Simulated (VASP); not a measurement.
The system is BAs5.

```
B As
1.0
     5.68728    0.00000    0.00000
    -2.84364    4.92533    0.00000
     0.00000    0.00000    4.73866
B As
1 5
Direct
  0.00000 0.00000 0.00000
  0.50000 0.00000 0.50000
  0.50000 0.50000 0.50000
  0.00000 0.50000 0.50000
  0.33333 0.66667 0.00000
  0.66667 0.33333 0.00000
```

The cell was built from a structure type or drawn by symmetry, and may not be a known phase.

| Property | Result |
| --- | --- |
| Program | VASP 6.6.1 |
| Task | relaxation of cell and atoms |
| Functional | PBE |
| Potentials or basis | VASP PAW PBE potentials, release 64 (B, As) |
| Cutoff | 600 eV |
| k mesh | 12 × 12 × 8 |
| Occupations | gaussian, width 0.1 eV |
| Spin | no spin polarisation |

At the start: pressure -3.2 GPa; volume 22.12 Å³/atom.

Task: How do energy, volume and symmetry change on relaxing?

Result: Over 11 steps the energy falls by 58.6 meV/atom and the volume is 20.45 Å³/atom (-7.6 %); space group P6/mmm (No. 191, to 0.1 Å) before and after.

Step by step:
| step | energy change (eV) | largest force (eV/Å) | pressure (GPa) | volume (Å³) |
| --- | --- | --- | --- | --- |
| 1 | 0.0000 | 0.0000 | -3.19 | 132.74 |
| 2 | -0.0963 | 0.0000 | 0.20 | 124.45 |
| 3 | -0.0965 | 0.0000 | 0.36 | 124.12 |
| 4 | -0.1393 | 0.0000 | 0.62 | 123.17 |
| 5 | -0.2901 | 0.0000 | 1.71 | 120.10 |
| 6 | 0.0034 | 0.0000 | 7.44 | 112.95 |
| 7 | -0.3148 | 0.0000 | 2.61 | 118.25 |
| 8 | -0.3376 | 0.0000 | 1.56 | 119.91 |
| 9 | -0.3394 | 0.0000 | 1.19 | 120.59 |
| 10 | -0.3482 | 0.0000 | 0.63 | 121.51 |
| 11 | -0.3515 | 0.0000 | -0.02 | 122.71 |

Final structure:
```xyz
6
Lattice="5.2587 0.0000 0.0000 -2.6294 4.5542 0.0000 0.0000 0.0000 5.1236" Properties=species:S:1:pos:R:3 pbc="T T T"
B     0.0000    0.0000    0.0000
As    2.6294    0.0000    2.5618
As    1.3147    2.2771    2.5618
As   -1.3147    2.2771    2.5618
As    0.0000    3.0361    0.0000
As    2.6294    1.5181    0.0000
```
